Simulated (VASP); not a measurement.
## Ba: single point with PBEsol

Ba:

```
CELL_PARAMETERS angstrom
1.92346 -3.59112 0.00000
1.92346 3.59112 0.00000
0.00000 0.00000 5.88845
ATOMIC_POSITIONS crystal
Ba 0.00000 0.00000 0.00000
```

This cell differs from its parent crystal: ratio of the length along z to the lengths across it x 1.05, volume and fractional coordinates fixed.

```
Program             : VASP 6.6.1
Task                : single point
Functional          : PBEsol
Potentials or basis : VASP PAW PBE potentials, release 64 (Ba_sv)
Cutoff              : 520 eV
k mesh              : 16 × 16 × 10
Occupations         : gaussian, width 0.15 eV
Spin                : no spin polarisation
```

```yaml
Pressure: 0.4 GPa
Band_gap_on_the_k_mesh: zero (bands 5 and 6 overlap by 0.98 eV)
```

Stress tensor (GPa, compression positive):
```
 2.45  0.00  0.00
 0.00  0.98  0.00
 0.00  0.00 -2.20
```

Levels at points of the mesh, in eV from the Fermi level:
| k point | band 3 | band 4 | band 5 | band 6 | band 7 | band 8 |
| --- | --- | --- | --- | --- | --- | --- |
| (0.00, 0.00, 0.00) | -13.79 | -13.69 | -2.34 | -0.08 | 1.49 | 2.51 |
| (0.50, 0.00, 0.00) | -14.17 | -14.00 | -0.80 | 0.47 | 1.56 | 1.93 |
| (0.50, 0.50, 0.00) | -14.21 | -13.84 | -0.77 | 0.47 | 1.25 | 1.55 |
| (0.00, 0.00, 0.50) | -13.79 | -13.69 | -1.83 | -0.17 | 1.51 | 1.90 |
| (0.50, 0.00, 0.50) | -14.18 | -14.00 | -0.69 | -0.16 | 3.01 | 3.05 |
| (0.50, 0.50, 0.50) | -14.22 | -13.84 | -0.65 | -0.23 | 2.69 | 2.70 |

Wall time 2.5 min on 1 thread of Intel(R) Xeon(R) 6975P-C (Granite Rapids), with other jobs on the host, peak memory 0.5 GiB.

Caveat: the PAW data sets were made with another functional, which shifts forces and pressure a little; spin-orbit coupling is left out, which moves the levels of the heavy elements.
